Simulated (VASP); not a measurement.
# Be16CO in VASP: notebook

The runs below take Be16CO through single point, with PBE.

Program: VASP 6.6.1. These are calculated values, not measurements. Logs are shortened: lines on timing, memory, paths and dates and some standing lists are left out, and cuts for length are marked.

### Step 1. The cell of the first run

The cell holds a slab with vacuum, 18 atoms: a = 4.525 Å, b = 4.525 Å, c = 23.476 Å, α = 90.00°, β = 90.00°, γ = 120.00°.

### Step 2. Single point, PBE

INCAR

```
SYSTEM = Be16CO
PREC = Accurate
ENCUT = 520
EDIFF = 1E-6
ISMEAR = 0
SIGMA = 0.1
LREAL = Auto
LASPH = .True.
NELM = 80
ALGO = Normal
ISIF = 2
LWAVE = .False.
LCHARG = .False.
LDIPOL = .True.
IDIPOL = 3
DIPOL = 0.5 0.5 0.309
GGA = PE
NBANDS = 36
```

KPOINTS

```
Automatic mesh
0
Gamma
  6 6 1
  0 0 0
```

POSCAR

```
Be16CO
1.0
    4.5254381410      0.0000000000      0.0000000000
   -2.2627190705      3.9191443934      0.0000000000
    0.0000000000      0.0000000000     23.4761687145
Be C O
16 1 1
Direct
    0.3333333333      0.1666666667      0.1703855535
    0.3333333333      0.6666666667      0.1703855535
    0.8333333333      0.1666666667      0.1703855535
    0.8333333333      0.6666666667      0.1703855535
    0.1666666667      0.3333333333      0.2463521558
    0.1666666667      0.8333333333      0.2463521558
    0.6666666667      0.3333333333      0.2463521558
    0.6666666667      0.8333333333      0.2463521558
    0.3333333333      0.1666666667      0.3241941575
    0.3333333333      0.6666666667      0.3241941575
    0.8333333333      0.1666666667      0.3241941575
    0.8333333333      0.6666666667      0.3241941575
    0.1666666667      0.3333333333      0.4036505628
    0.1666666667      0.8333333333      0.4036505628
    0.6666666667      0.3333333333      0.4036505628
    0.6666666667      0.8333333333      0.4036505628
    0.1666666667      0.3333333333      0.4735086397
    0.2406624093      0.2593375907      0.5163005229
```

Potentials or basis: VASP PAW PBE potentials, release 64 (Be, C, O).

On the command line:

```
> cat potpaw_PBE.64/Be/POTCAR potpaw_PBE.64/C/POTCAR potpaw_PBE.64/O/POTCAR > POTCAR
> mpirun -np 1 vasp_std > vasp.out
```

OUTCAR:

```text
SYSTEM = Be16CO
   PREC = Accurate
   ENCUT = 520
   EDIFF = 1E-6
   ISMEAR = 0
   LREAL = Auto
   LASPH = .True.
   NELM = 80
   ISIF = 2
   GGA = PE

 ion  position               nearest neighbor table
   1  0.333  0.167  0.170-   5 2.21   7 2.21   6 2.21   3 2.26   3 2.26   2 2.26   2 2.26   4 2.26
                             4 2.26
   2  0.333  0.667  0.170-   6 2.21   8 2.21   5 2.21   4 2.26   4 2.26   3 2.26   1 2.26   1 2.26
                             3 2.26
   3  0.833  0.167  0.170-   7 2.21   5 2.21   8 2.21   1 2.26   1 2.26   2 2.26   4 2.26   4 2.26
                             2 2.26
   4  0.833  0.667  0.170-   8 2.21   6 2.21   7 2.21   2 2.26   2 2.26   1 2.26   3 2.26   3 2.26
                             1 2.26
   5  0.167  0.333  0.246-   1 2.21   3 2.21   2 2.21   9 2.25  11 2.25  10 2.25   7 2.26   7 2.26
                             6 2.26   6 2.26   8 2.26   8 2.26
   6  0.167  0.833  0.246-   2 2.21   4 2.21   1 2.21  10 2.25  12 2.25   9 2.25   8 2.26   8 2.26
                             7 2.26   5 2.26   5 2.26   7 2.26
   7  0.667  0.333  0.246-   3 2.21   1 2.21   4 2.21  11 2.25   9 2.25  12 2.25   5 2.26   5 2.26
                             6 2.26   8 2.26   8 2.26   6 2.26
   8  0.667  0.833  0.246-   4 2.21   2 2.21   3 2.21  12 2.25  10 2.25  11 2.25   6 2.26   6 2.26
                             5 2.26   7 2.26   7 2.26   5 2.26
   9  0.333  0.167  0.324-   5 2.25   7 2.25   6 2.25  11 2.26  11 2.26  12 2.26  10 2.26  10 2.26
                            12 2.26  13 2.28  15 2.28  14 2.28
  10  0.333  0.667  0.324-   6 2.25   8 2.25   5 2.25  12 2.26  12 2.26   9 2.26   9 2.26  11 2.26
                            11 2.26  14 2.28  16 2.28  13 2.28
  11  0.833  0.167  0.324-   7 2.25   5 2.25   8 2.25   9 2.26   9 2.26  12 2.26  12 2.26  10 2.26
                            10 2.26  15 2.28  13 2.28  16 2.28
  12  0.833  0.667  0.324-   8 2.25   6 2.25   7 2.25  10 2.26  10 2.26  11 2.26  11 2.26   9 2.26
                             9 2.26  16 2.28  14 2.28  15 2.28
  13  0.167  0.333  0.404-  17 1.64  15 2.26  15 2.26  14 2.26  14 2.26  16 2.26  16 2.26   9 2.28
                            11 2.28  10 2.28
  14  0.167  0.833  0.404-  16 2.26  16 2.26  13 2.26  13 2.26  15 2.26  15 2.26  10 2.28  12 2.28
                             9 2.28
  15  0.667  0.333  0.404-  13 2.26  13 2.26  16 2.26  16 2.26  14 2.26  14 2.26  11 2.28   9 2.28
                            12 2.28
  16  0.667  0.833  0.404-  14 2.26  14 2.26  15 2.26  15 2.26  13 2.26  13 2.26  12 2.28  10 2.28
                            11 2.28
  17  0.167  0.333  0.474-  18 1.16  13 1.64
  18  0.241  0.259  0.516-  17 1.16

  LATTYP: Found a hexagonal cell.
 ALAT       =     4.5254381410
 C/A-ratio  =     5.1876012848

  Lattice vectors:

 A1 = (   4.5254381410,   0.0000000000,   0.0000000000)
 A2 = (  -2.2627190705,   3.9191443934,   0.0000000000)
 A3 = (   0.0000000000,   0.0000000000,  23.4761687145)

Analysis of symmetry for initial positions (statically):
[... 168 lines left out ...]
  volume/ion in A,a.u.               =      23.13       156.10
  Fermi-wavevector in a.u.,A,eV,Ry     =   0.762076  1.440115  7.901715  0.580760
  Thomas-Fermi vector in A             =   1.861457
   LORBIT       =      0    0 simple, 1 ext, 2 COOP (PROOUT), +10 PAW based schemes
   GGA     = PE    functional components
   LHFCALC =     F    Hartree Fock is set to
   AEXX    =    0.0000 exact exchange contribution
   IVDW    =     0    specifies the selected vdW correction
   LEPSILON=     F    determine dielectric tensor
   LRPA    =     F    only Hartree local field effects (RPA)
 non-spin polarized calculation
 Gauss-broadening in eV      SIGMA  =   0.10
  energy-cutoff  :      520.00
  volume of cell :      416.37
 maximum number of plane-waves:     11313
 NGX is ok and might be reduce to    36
   NGX = 17   NGY = 17   NGZ = 87

 dipolmoment           0.000000      0.000000     -0.003500 electrons x Angstroem

 number of electron      41.9999999 magnetization

 dipolmoment           0.000000      0.000000      0.006415 electrons x Angstroem

 Free energy of the ion-electron system (eV)
  ---------------------------------------------------
  ext. energy  EPLUGINS =         0.00000000
  ---------------------------------------------------
  free energy    TOTEN  =       -71.24315680 eV

  energy without entropy =      -71.23106922  energy(sigma->0) =      -71.23711301

 E-fermi :  -1.2132     XC(G=0):  -4.6075

 val. band max:       -1.2806264205   @ k =   0.5000   0.3333   0.0000
 cond. band min:      -1.0305233396   @ k =   0.3333   0.3333   0.0000
 fundamental gap:      0.2501030809
 Fermi energy:        -1.2131541265

 k-point     1 :       0.0000    0.0000    0.0000
  band No.  band energies     occupation
      1     -25.0840      2.00000
      2     -11.5588      2.00000
      3     -11.0187      2.00000
      4      -9.8643      2.00000
      5      -8.6281      2.00000
      6      -7.8362      2.00000
[... 457 lines left out ...]
     32       4.4536      0.00000
     33       4.7648      0.00000
 [bands above 33 left out]

------------------------ aborting loop because EDIFF is reached ----------------------------------------

 vacuum level on the upper side and lower side of the slab       (xc-potential included)        -0.129        -0.186

  FORCE on cell =-STRESS in cart. coord.  units (eV):
  Direction    XX          YY          ZZ          XY          YZ          ZX
  --------------------------------------------------------------------------------------
  -------------------------------------------------------------------------------------
  Total       -4.9474093     -4.7008476      1.4963495      0.2135286     -0.1892414      0.3277583
  in kB      -19.0374730    -18.0887118      5.7579050      0.8216513     -0.7281947      1.2612037
  external PRESSURE =     -10.4560933 kB  Pullay stress =       0.0000000 kB

 VOLUME and BASIS-vectors are now :
 -----------------------------------------------------------------------------
  energy-cutoff  :      520.00
  volume of cell :      416.37
      direct lattice vectors                 reciprocal lattice vectors
     4.525438141  0.000000000  0.000000000     0.220973079  0.127578867  0.000000000
    -2.262719071  3.919144393  0.000000000     0.000000000  0.255157733  0.000000000
     0.000000000  0.000000000 23.476168715     0.000000000  0.000000000  0.042596388

 POSITION                                       TOTAL-FORCE (eV/Angst)
 -----------------------------------------------------------------------------------
      1.13136      0.65319      4.00000        -0.036406      0.021019     -0.144736
     -0.00000      2.61276      4.00000        -0.021538     -0.050090     -0.103997
      3.39408      0.65319      4.00000         0.032610      0.043697     -0.103997
      2.26272      2.61276      4.00000         0.024395     -0.014084     -0.104815
      0.00000      1.30638      5.78340        -0.002583      0.001492      0.507059
     -1.13136      3.26595      5.78340        -0.057672     -0.031630      0.239878
[... 10 lines left out ...]
      0.00000      1.30638     11.11617         1.367315     -0.789420     -0.656357
      0.50229      1.01638     12.12076        -0.735528      0.424657      1.673911
 -----------------------------------------------------------------------------------
    total drift:                               -0.000380      0.000220     -0.009182

  FREE ENERGIE OF THE ION-ELECTRON SYSTEM (eV)
  ---------------------------------------------------
  free  energy   TOTEN  =       -71.2431568034 eV

  energy  without entropy=      -71.2310692159  energy(sigma->0) =      -71.23711301

 vacuum level on the upper side and lower side of the slab         3.982         3.936
```

Wall time 5.8 min (1 thread of Intel Xeon Platinum 8488C (Sapphire Rapids), shared host); peak memory 0.56 GiB.

What came out:

```yaml
Free_energy: -71.2432 eV
Largest_force: 1.877 eV/Å
Band_gap_on_the_k_mesh: zero (band 21 reaches -0.88 eV, above the bottom of band 22 at -2.07 eV)
```

Forces in eV/Å, atoms in the order of the input:
```
Be  -0.036  0.021 -0.145
Be  -0.022 -0.050 -0.104
Be   0.033  0.044 -0.104
Be   0.024 -0.014 -0.105
Be  -0.003  0.001  0.507
Be  -0.058 -0.032  0.240
Be  -0.001  0.066  0.240
Be   0.061 -0.035  0.185
Be   0.179 -0.103 -0.092
Be  -0.016  0.188  0.106
Be  -0.171 -0.080  0.106
Be  -0.006  0.004 -0.117
Be  -0.359  0.207 -0.376
Be  -0.143  0.165 -0.478
Be  -0.214  0.041 -0.478
Be   0.100 -0.058 -0.404
C    1.367 -0.789 -0.656
O   -0.736  0.425  1.674
```

### Step 3. Single point, PBE

INCAR

```
SYSTEM = Be16CO
  ALGO = Normal
  DIPOL = 0.5 0.5 0.312
  EDIFF = 1E-6
  ENCUT = 520
  GGA = PE
  IDIPOL = 3
  ISIF = 2
  ISMEAR = 0
  LASPH = .True.
  LCHARG = .False.
  LDIPOL = .True.
  LREAL = Auto
  LWAVE = .False.
  NBANDS = 36
  NELM = 60
  PREC = Accurate
  SIGMA = 0.1
```

KPOINTS

```
k-points
0
Gamma
  6 6 1
  0 0 0
```

POSCAR, as its differences from that of step 2:

```diff
@@ -24,3 +24,3 @@
     0.6666666667      0.8333333333      0.4036505628
-    0.1666666667      0.3333333333      0.4735086397
-    0.2406624093      0.2593375907      0.5163005229
+    0.1666666667      0.3333333333      0.4939549062
+    0.2406624093      0.2593375907      0.5367467893
```

Potentials or basis: VASP PAW PBE potentials, release 64 (Be, C, O).

On the command line:

```
> cat potpaw_PBE.64/Be/POTCAR potpaw_PBE.64/C/POTCAR potpaw_PBE.64/O/POTCAR > POTCAR
> mpirun -np 1 vasp_std > vasp.out
```

It took 4.8 min on 1 thread of Intel Xeon Platinum 8488C (Sapphire Rapids), shared host; peak memory 0.56 GiB.

It converged, with:

| Item | Value |
| --- | --- |
| Free energy | -70.9583 eV |
| Largest force | 1.556 eV/Å |
| Band gap on the k mesh | zero (band 21 reaches -0.63 eV, above the bottom of band 22 at -2.33 eV) |

Forces in eV/Å, atoms in the order of the input:
```
Be  -0.015  0.008 -0.227
Be  -0.007 -0.018 -0.173
Be   0.012  0.015 -0.173
Be   0.015 -0.009 -0.217
Be  -0.003  0.002  0.446
Be  -0.017 -0.001  0.249
Be  -0.008  0.015  0.249
Be   0.017 -0.010  0.205
Be   0.206 -0.119 -0.085
Be   0.004  0.209  0.134
Be  -0.179 -0.107  0.134
Be  -0.024  0.014 -0.157
Be  -0.008  0.005  1.556
Be  -0.080  0.223 -0.423
Be  -0.234 -0.042 -0.423
Be   0.083 -0.048 -0.369
C    0.744 -0.430 -0.511
O   -0.507  0.292 -0.215
```

Levels at points of the mesh, in eV from the Fermi level:
| k point | band 19 | band 20 | band 21 | band 22 | band 23 | band 24 |
| --- | --- | --- | --- | --- | --- | --- |
| (0.00, 0.00, 0.00) | -1.78 | -1.77 | -1.72 | -1.08 | 1.81 | 2.32 |
| (0.50, 0.00, 0.00) | -0.99 | -0.09 | 0.57 | 0.66 | 1.06 | 2.39 |
| (0.50, 0.50, 0.00) | -0.99 | -0.06 | 0.63 | 0.63 | 1.04 | 2.54 |

### Step 4. Single point, PBE

INCAR

```
SYSTEM = Be16CO
PREC     = Accurate       ! precision mode
ENCUT    = 520            ! plane-wave cutoff, eV
EDIFF    = 1E-6           ! SCF threshold, eV
ISMEAR   = 0              ! smearing method
SIGMA    = 0.1            ! smearing width, eV
LREAL    = Auto         
LASPH    = .True.         ! aspherical terms in the spheres
NELM     = 100            ! most SCF steps
ALGO     = Normal         ! electronic algorithm
ISIF     = 2              ! what is computed and relaxed
LWAVE    = .False.        ! write WAVECAR
LCHARG   = .False.        ! write CHGCAR
LDIPOL   = .True.       
IDIPOL   = 3            
DIPOL    = 0.5 0.5 0.316
GGA      = PE             ! functional
NBANDS   = 36             ! bands
```

KPOINTS

```
Automatic mesh
0
Gamma
  6 6 1
  0 0 0
```

POSCAR, as its differences from that of step 3:

```diff
@@ -24,3 +24,3 @@
     0.6666666667      0.8333333333      0.4036505628
-    0.1666666667      0.3333333333      0.4939549062
-    0.2406624093      0.2593375907      0.5367467893
+    0.1666666667      0.3333333333      0.5301618363
+    0.2406624093      0.2593375907      0.5729537194
```

On the command line:

```
> cat potpaw_PBE.64/Be/POTCAR potpaw_PBE.64/C/POTCAR potpaw_PBE.64/O/POTCAR > POTCAR
> mpirun -np 1 vasp_std > vasp.out
```

It took 5 min on 1 thread of Intel Xeon Platinum 8488C (Sapphire Rapids), shared host; peak memory 0.55 GiB.

Results (log left out):

```
Free energy            : -70.9044 eV
Largest force          : 1.700 eV/Å
Band gap on the k mesh : zero (band 21 reaches -0.70 eV, above the bottom of band 22 at -2.97 eV)
```

Forces on the atoms (eV/Å):
```
Be  -0.002  0.001 -0.195
Be   0.000 -0.001 -0.184
Be   0.000  0.000 -0.184
Be   0.002 -0.001 -0.198
Be   0.005 -0.003  0.277
Be   0.000  0.006  0.249
Be  -0.005 -0.003  0.249
Be   0.000  0.000  0.240
Be   0.039 -0.022 -0.040
Be   0.005  0.042 -0.002
Be  -0.034 -0.026 -0.002
Be  -0.009  0.005 -0.067
Be   0.022 -0.012  0.116
Be  -0.006  0.044 -0.135
Be  -0.041 -0.016 -0.135
Be   0.010 -0.006 -0.130
C    0.640 -0.370  1.531
O   -0.624  0.361 -1.390
```

Levels at points of the mesh, in eV from the Fermi level:
```csv
k point,band 20,band 21,band 22,band 23,band 24,band 25
"(0.00, 0.00, 0.00)",-1.70,-1.70,-1.69,2.59,2.83,2.98
"(0.50, 0.00, 0.00)",0.06,0.25,0.82,0.85,2.56,2.75
"(0.50, 0.50, 0.00)",0.07,0.26,0.82,0.84,2.72,2.87
```

### Step 5. Single point, PBE

INCAR

```
PREC = Accurate ; ENCUT = 520
EDIFF = 1E-7 ; ISMEAR = 0
SIGMA = 0.1 ; LREAL = Auto
LASPH = True ; NELM = 100
ALGO = Normal ; ISIF = 2
LWAVE = False ; LCHARG = False
LDIPOL = True ; IDIPOL = 3
DIPOL = 0.5 0.5 0.308 ; GGA = PE
NBANDS = 36
```

KPOINTS

```
Automatic mesh
0
Gamma
  6 6 1
```

POSCAR, as its differences from that of step 4:

```diff
@@ -24,3 +24,3 @@
     0.6666666667      0.8333333333      0.4036505628
-    0.1666666667      0.3333333333      0.5301618363
-    0.2406624093      0.2593375907      0.5729537194
+    0.1666666667      0.3333333333      0.4641374343
+    0.2713124495      0.2286875505      0.4990768606
```

Potentials or basis: VASP PAW PBE potentials, release 64 (Be, C, O).

On the command line:

```
> cat potpaw_PBE.64/Be/POTCAR potpaw_PBE.64/C/POTCAR potpaw_PBE.64/O/POTCAR > POTCAR
> mpirun -np 1 vasp_std > vasp.out
```

OUTCAR:

```text
PREC = Accurate
   ENCUT = 520
   EDIFF = 1E-7
   ISMEAR = 0
   LREAL = Auto
   LASPH = True
   NELM = 100
   ISIF = 2
   GGA = PE

 ion  position               nearest neighbor table
   1  0.333  0.167  0.170-   5 2.21   7 2.21   6 2.21   3 2.26   3 2.26   2 2.26   2 2.26   4 2.26
                             4 2.26
   2  0.333  0.667  0.170-   6 2.21   8 2.21   5 2.21   4 2.26   4 2.26   3 2.26   1 2.26   1 2.26
                             3 2.26
   3  0.833  0.167  0.170-   7 2.21   5 2.21   8 2.21   1 2.26   1 2.26   2 2.26   4 2.26   4 2.26
                             2 2.26
   4  0.833  0.667  0.170-   8 2.21   6 2.21   7 2.21   2 2.26   2 2.26   1 2.26   3 2.26   3 2.26
[... 725 lines left out ...]
  external PRESSURE =       5.7576719 kB  Pullay stress =       0.0000000 kB

 VOLUME and BASIS-vectors are now :
 -----------------------------------------------------------------------------
  energy-cutoff  :      520.00
  volume of cell :      416.37
      direct lattice vectors                 reciprocal lattice vectors
     4.525438141  0.000000000  0.000000000     0.220973079  0.127578867  0.000000000
    -2.262719071  3.919144393  0.000000000     0.000000000  0.255157733  0.000000000
     0.000000000  0.000000000 23.476168715     0.000000000  0.000000000  0.042596388

 POSITION                                       TOTAL-FORCE (eV/Angst)
 -----------------------------------------------------------------------------------
      1.13136      0.65319      4.00000        -0.043825      0.025303     -0.136526
     -0.00000      2.61276      4.00000        -0.028897     -0.065655     -0.129661
      3.39408      0.65319      4.00000         0.042411      0.057853     -0.129661
      2.26272      2.61276      4.00000         0.021923     -0.012657     -0.120127
      0.00000      1.30638      5.78340         0.000368     -0.000212      0.500251
     -1.13136      3.26595      5.78340        -0.051012     -0.030314      0.252999
[... 10 lines left out ...]
      0.00000      1.30638     10.89617         1.560912     -0.901193      4.181509
      0.71035      0.89626     11.71641        -0.283017      0.163400      4.261537
 -----------------------------------------------------------------------------------
    total drift:                                0.001287     -0.000743      0.001735

  FREE ENERGIE OF THE ION-ELECTRON SYSTEM (eV)
  ---------------------------------------------------
  free  energy   TOTEN  =       -69.6032173051 eV

  energy  without entropy=      -69.5852870101  energy(sigma->0) =      -69.59425216

 vacuum level on the upper side and lower side of the slab         3.911         4.085
```

OSZICAR:

```text
N       E                     dE             d eps       ncg     rms          rms(c)
DAV:   1     0.193736113183E+03    0.19374E+03   -0.14743E+04   936   0.880E+02
DAV:   2    -0.500604559335E+02   -0.24380E+03   -0.23410E+03  1304   0.194E+02
DAV:   3    -0.734591121173E+02   -0.23399E+02   -0.22664E+02  1152   0.572E+01
[... 21 lines left out ...]
DAV:  25    -0.696032162225E+02   -0.23755E-05   -0.10492E-07   968   0.667E-04    0.122E-04
DAV:  26    -0.696032166735E+02   -0.45101E-06   -0.10227E-08   816   0.265E-04    0.766E-05
DAV:  27    -0.696032170451E+02   -0.37163E-06   -0.48991E-09   772   0.180E-04    0.392E-05
DAV:  28    -0.696032172219E+02   -0.17681E-06   -0.20080E-09   776   0.134E-04    0.266E-05
DAV:  29    -0.696032173051E+02   -0.83197E-07   -0.11479E-09   820   0.816E-05
   1 F= -.69603217E+02 E0= -.69594252E+02  d E =-.179303E-01
```

stdout:

```text
POSCAR found type information on POSCAR BeC O
 POSCAR found :  3 types and      18 ions
 scaLAPACK will be used
 LDA part: xc-table for (Slater+PW92), standard interpolation
 POSCAR, INCAR and KPOINTS ok, starting setup
 FFT: planning ... GRIDC
 FFT: planning ... GRID_SOFT
 FFT: planning ... GRID
 WAVECAR not read
 entering main loop
```

It took 6.5 min on 1 thread of Intel Xeon Platinum 8488C (Sapphire Rapids), shared host; peak memory 0.56 GiB.

What came out:

```yaml
Free_energy: -69.6032 eV
Largest_force: 7.452 eV/Å
Band_gap_on_the_k_mesh: zero (band 21 reaches -0.89 eV, above the bottom of band 22 at -2.08 eV)
```

Forces on the atoms (eV/Å):
```
Be  -0.044  0.025 -0.137
Be  -0.029 -0.066 -0.130
Be   0.042  0.058 -0.130
Be   0.022 -0.013 -0.120
Be   0.000  0.000  0.500
Be  -0.051 -0.030  0.253
Be   0.001  0.059  0.253
Be   0.060 -0.035  0.153
Be   0.139 -0.080  0.017
Be  -0.029  0.141  0.059
Be  -0.137 -0.045  0.059
Be  -0.015  0.009 -0.086
Be  -1.029  0.594 -7.357
Be  -0.152  0.022 -0.653
Be  -0.095  0.121 -0.653
Be   0.039 -0.022 -0.474
C    1.561 -0.901  4.182
O   -0.283  0.163  4.262
```
